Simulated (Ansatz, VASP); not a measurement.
RbTl in VASP and in Ansatz

INCAR

```
PREC = Accurate
ENCUT = 600
EDIFF = 1E-7
ISMEAR = 0
SIGMA = 0.1
LREAL = False
LASPH = True
NELM = 60
ALGO = Fast
ISIF = 3
LWAVE = False
LCHARG = False
GGA = PE
IBRION = 2
NSW = 90
EDIFFG = -0.04
```

File KPOINTS:

```
Automatic mesh
0
Gamma
  4 4 4
```

Contents of POSCAR:

```
RbTl
1.0
    0.0000000000      3.2899552804      3.2899552804
    3.2899552804      0.0000000000      3.2899552804
    3.2899552804      3.2899552804      0.0000000000
Rb Tl
1 1
Direct
    0.0000000000      0.0000000000      0.0000000000
    0.5000000000      0.5000000000      0.5000000000
```

Input for Ansatz:

```yaml
crystal:
  lattice:
    - [0.0, 3.2899552804, 3.2899552804]
    - [3.2899552804, 0.0, 3.2899552804]
    - [3.2899552804, 3.2899552804, 0.0]
  atoms:
    - { symbol: Rb, position: [0.0, 0.0, 0.0] }
    - { symbol: Tl, position: [0.5, 0.5, 0.5] }
basis:
  ecutwfc: 420
kpoints:
  mp_grid: { grid: [4, 4, 4] }
hamiltonian:
  xc: pbe
scf:
  occupations: { method: gaussian, width: 0.1 }
  lower_state_search: "off"
output:
  forces: true
  stress: true
  eigenvalues: true
relax:
  adjacent_minimum: "off"
  f_tol: 0.04
  max_steps: 70
  cell: { stress_tol: 0.4 }
```

Alike in both runs: task relaxation of cell and atoms; functional PBE; k mesh 4 × 4 × 4; occupations gaussian, width 0.1 eV; no spin polarisation.

|  | VASP | Ansatz |
| --- | --- | --- |
| version | VASP 6.6.1 | Ansatz 0.2.0 |
| potentials or method | VASP PAW PBE potentials, release 64 (Rb_sv, Tl_d), cutoff 600 eV | scalar-relativistic, plane waves, PAW |
| valence electrons in the cell | 22 | 22 |

VASP gave:

* gap on the k mesh at the Fermi level, each at its own relaxed structure (eV): none
* relaxed volume (Å³/atom): 56.72
* relaxed cell length with the largest relative difference (Å): 5.434

**Question.** Estimate Ansatz's values.

**Answer.** gap on the k mesh at the Fermi level, each at its own relaxed structure (eV): none; relaxed volume (Å³/atom): 54.52; relaxed cell length with the largest relative difference (Å): 5.362.

A gap of «none» marks a metal or a gap that the smearing closes.

The k mesh is coarse, so the values compare programs but aren't converged. Neither program's run includes spin-orbit coupling. Noted on VASP's run: the volume moved by over 15 % at a fixed basis, so the end points are rough.
